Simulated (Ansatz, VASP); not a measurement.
# Two plane-wave programs on AlN

Contents of INCAR:

```
SYSTEM = AlN
ALGO     = Normal         ! electronic algorithm
EDIFF    = 1E-6           ! SCF threshold, eV
ENCUT    = 600            ! plane-wave cutoff, eV
GGA      = PS             ! functional
GGA_COMPAT= .FALSE.      
ISIF     = 2              ! what is computed and relaxed
ISMEAR   = 0              ! smearing method
LASPH    = .TRUE.         ! aspherical terms in the spheres
LCHARG   = .FALSE.        ! write CHGCAR
LREAL    = .FALSE.        ! projectors in reciprocal space
LWAVE    = .FALSE.        ! write WAVECAR
NBANDS   = 11             ! bands
NELM     = 120            ! most SCF steps
PREC     = Accurate       ! precision mode
SIGMA    = 0.02           ! smearing width, eV
```

The input KPOINTS:

```
k-points
0
G
  10 10 10
  0 0 0
```

POSCAR

```
AlN
1.0
    0.0000000000      2.0345180000      2.0345180000
    2.0345180000      0.0000000000      2.0345180000
    2.0345180000      2.0345180000      0.0000000000
Al N
1 1
Direct
    0.5000000000      0.5000000000      0.5000000000
    0.0000000000      0.0000000000      0.0000000000
```

Input for Ansatz:

```yaml
crystal:
  lattice:
    - [0.0, 2.034518, 2.034518]
    - [2.034518, 0.0, 2.034518]
    - [2.034518, 2.034518, 0.0]
  atoms:
    - { symbol: Al, position: [0.5, 0.5, 0.5] }
    - { symbol: "N", position: [0.0, 0.0, 0.0] }
basis:
  ecutwfc: 420
kpoints:
  mp_grid: { grid: [10, 10, 10] }
hamiltonian:
  xc: pbesol
  pseudopotentials: { kind: paw }
scf:
  occupations: { method: gaussian, width: 0.02 }
output:
  forces: true
  stress: true
  eigenvalues: true
```

Alike in both runs: task single point; functional PBEsol; k mesh 10 × 10 × 10; occupations gaussian, width 0.02 eV; no spin polarisation.

|  | VASP | Ansatz |
| --- | --- | --- |
| version | VASP 6.6.1 | Ansatz 0.2.0 |
| potentials or method | VASP PAW PBE potentials, release 64 (Al, N), cutoff 600 eV | scalar-relativistic, plane waves, PAW |
| valence electrons in the cell | 8 | 8 |

|  | VASP | Ansatz | Ansatz less VASP |
| --- | --- | --- | --- |
| gap on the k mesh at the Fermi level (eV) | 4.37 | 4.38 | +0.005 |
| least direct gap on the mesh (eV) | 5.40 | 5.38 | -0.019 |
| pressure (GPa) | -4.7 | -4.5 | +0.25 |

VASP's potentials were made for PBE, not for PBEsol. With one functional, cell and mesh, what is left measures potentials, basis and numerics.
